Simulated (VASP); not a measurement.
La: single point with LDA

La:

```xyz
4
Lattice="3.7700 0.0000 0.0000 -1.8850 3.2649 0.0000 0.0000 0.0000 12.1590" Properties=species:S:1:pos:R:3 pbc="T T T"
La    1.8850    1.0883    3.0398
La    0.0000    2.1766    9.1193
La    0.0000    0.0000    6.0795
La    0.0000    0.0000    0.0000
```

- Program: VASP 6.6.1
- Task: single point
- Functional: LDA
- Potentials or basis: VASP PAW LDA potentials, release 64 (La)
- Cutoff: 520 eV
- k mesh: 5 × 5 × 2
- Occupations: fermi-dirac, width 0.05 eV
- Spin: no spin polarisation
- Dipole correction: no
- k mesh for the DOS: 8 × 8 × 3
- Occupations for the DOS: tetrahedron
- Further INCAR settings: ALGO = Fast; EDIFF = 1e-06

```json
{
  "Valence electrons inside the program's atomic spheres": "La 8.58, 8.62 (each value once)"
}
```

Levels at points of the mesh, in eV from the Fermi level:
```tsv
k point	band 18	band 19	band 20	band 21	band 22	band 23	band 24	band 25	band 26
(0.00, 0.00, 0.00)	-1.96	-1.91	-1.79	0.41	0.55	1.10	1.13	1.19	1.25
(0.50, 0.00, 0.00)	-1.84	-1.59	-1.08	-0.72	-0.33	-0.22	0.35	0.82	1.23
```

It took 9.5 min on 1 thread of Intel(R) Xeon(R) Platinum 8559C (Emerald Rapids), with other jobs on the host, peak memory 0.22 GiB.

Caveat: the k points lie up to 0.38 Å⁻¹ apart; spin-orbit coupling is left out, which moves the levels of the heavy elements.
